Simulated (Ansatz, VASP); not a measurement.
**Hf3Ta2O in VASP and in Ansatz**

```
Hf Ta O
1.0
     0.00000    3.99068    4.85512
     3.17119    0.00000    4.85512
     3.17119    3.99068    0.00000
Hf Ta O
3 2 1
Cartesian
  1.5856 3.9907 2.4276
  1.5856 0.0000 2.4276
  3.1712 3.9907 4.8551
  1.5856 1.9953 4.8551
  1.5856 1.9953 0.0000
  0.0000 0.0000 0.0000
```

Alike in both runs: task relaxation of cell and atoms; functional PBE; k mesh 4 × 4 × 4; occupations gaussian, width 0.1 eV; no spin polarisation.

```csv
,VASP,Ansatz
version,VASP 6.6.1,Ansatz 0.2.0
potentials or method,"VASP PAW PBE potentials, release 64 (Hf_pv, Ta_pv, O), cutoff 600 eV","scalar-relativistic, plane waves, PAW"
valence electrons in the cell,58,110
```

Ansatz gave:

- gap on the k mesh at the Fermi level, each at its own relaxed structure (eV): none
- relaxed volume (Å³/atom): 20.51
- relaxed length of the cell vector where the two differ most in proportion (Å): 6.100

Q: What did VASP give for the same quantities?

A: gap on the k mesh at the Fermi level, each at its own relaxed structure (eV): none; relaxed volume (Å³/atom): 20.48; relaxed length of the cell vector where the two differ most in proportion (Å): 6.086.

A gap of «none» marks a metal or a gap that the smearing closes. VASP's potentials hold 58 valence electrons a cell and Ansatz's 110, so a difference there can come from the potentials and not from the codes.

Neither program's run includes spin-orbit coupling.
